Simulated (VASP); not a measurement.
A run of VASP 6.6.1 is set up as follows.

INCAR

```
SYSTEM = BAs
  ALGO = Normal
  EDIFF = 1E-7
  EDIFFG = -0.005
  ENCUT = 600
  GGA = PE
  IBRION = 2
  ISIF = 3
  ISMEAR = -1
  LASPH = .TRUE.
  LCHARG = .FALSE.
  LREAL = .FALSE.
  LWAVE = .FALSE.
  NELM = 80
  NSW = 80
  PREC = Accurate
  SIGMA = 0.02
```

The input KPOINTS:

```
k-points
0
G
  8 8 8
  0 0 0
```

File POSCAR:

```
BAs
1.0
    0.0000000000      2.3294928661      2.3294928661
    2.3294928661      0.0000000000      2.3294928661
    2.3294928661      2.3294928661      0.0000000000
B As
1 1
Direct
    0.0000000000      0.0000000000      0.0000000000
    0.2500000000      0.2500000000      0.2500000000
```

Potentials or basis: VASP PAW PBE potentials, release 64 (B, As).

The run is started by

```bash
$ cat potpaw_PBE.64/B/POTCAR potpaw_PBE.64/As/POTCAR > POTCAR
$ mpirun -np 1 vasp_std > vasp.out
```

Q: Estimate the space group after relaxing (to 0.05 Å).

A: F-43m (No. 216).

Q: Estimate the relaxed volume.

A: 13.97 Å³/atom.

Q: Predict the band gap on the k mesh.

A: 1.21 eV, indirect (least direct gap 3.25 eV).

Q: Estimate the relaxed cell.

A: a = 3.406 Å, b = 3.406 Å, c = 3.406 Å, α = 60.00°, β = 60.00°, γ = 60.00°.

Final structure:
```yaml
crystal:
  lattice:
    - [0.00000, 2.40848, 2.40848]
    - [2.40848, 0.00000, 2.40848]
    - [2.40848, 2.40848, 0.00000]
  atoms:
    - { symbol: B, position: [0.00000, 0.00000, 0.00000] }
    - { symbol: As, position: [0.25000, 0.25000, 0.25000] }
```

A k mesh can miss the band edges. PBE gaps usually lie below the measured ones, often by a third to a half.
